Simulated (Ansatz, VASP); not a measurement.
Two plane-wave programs on TiC

Contents of INCAR:

```
PREC = Accurate
ENCUT = 520
EDIFF = 1E-7
ISMEAR = 0
SIGMA = 0.15
LREAL = False
LASPH = True
NELM = 60
ALGO = Fast
ISIF = 2
LWAVE = False
LCHARG = True
GGA = PS
LELF = True
LVHAR = True
NBANDS = 15
```

Contents of KPOINTS:

```
Automatic mesh
0
Gamma
  18 18 18
```

File POSCAR:

```
TiC
1.0
    0.0000000000      2.1640000000      2.1640000000
    2.1640000000      0.0000000000      2.1640000000
    2.1640000000      2.1640000000      0.0000000000
Ti C
1 1
Direct
   -0.0231053604     -0.0231053604     -0.0095705537
    0.5000000000      0.5000000000      0.5000000000
```

Input for Ansatz:

```yaml
crystal:
  lattice:
    - [0.0, 2.164, 2.164]
    - [2.164, 0.0, 2.164]
    - [2.164, 2.164, 0.0]
  atoms:
    - { symbol: Ti, position: [-0.0231053604, -0.0231053604, -0.0095705537] }
    - { symbol: C, position: [0.5, 0.5, 0.5] }
basis:
  ecutwfc: 420
kpoints:
  mp_grid: { grid: [18, 18, 18] }
hamiltonian:
  xc: pbesol
scf:
  occupations: { method: gaussian, width: 0.15 }
output:
  forces: true
  stress: true
  eigenvalues: true
```

Alike in both runs: task single point; functional PBEsol; k mesh 18 × 18 × 18; occupations gaussian, width 0.15 eV; no spin polarisation.

```csv
,VASP,Ansatz
version,VASP 6.6.1,Ansatz 0.2.0
potentials or method,"VASP PAW PBE potentials, release 64 (Ti_sv, C), cutoff 520 eV","scalar-relativistic, plane waves, PAW"
valence electrons in the cell,16,16
```

```csv
,VASP,Ansatz,Ansatz less VASP
gap on the k mesh at the Fermi level (eV),none,none,-
pressure (GPa),-3.5,-3.8,-0.27
"traceless stress, the component that is largest in VASP (GPa)",-1.32,-1.32,+0.004
rms of the force components (eV/Å),0.693,0.692,-0.0016
```

VASP's potentials were made for PBE, not for PBEsol. Atom by atom the forces differ by 0.002 eV/Å (rms over components). A gap of «none» marks a metal or a gap that the smearing closes. The functional is the same, so the differences come from potentials, cutoffs and numerics.
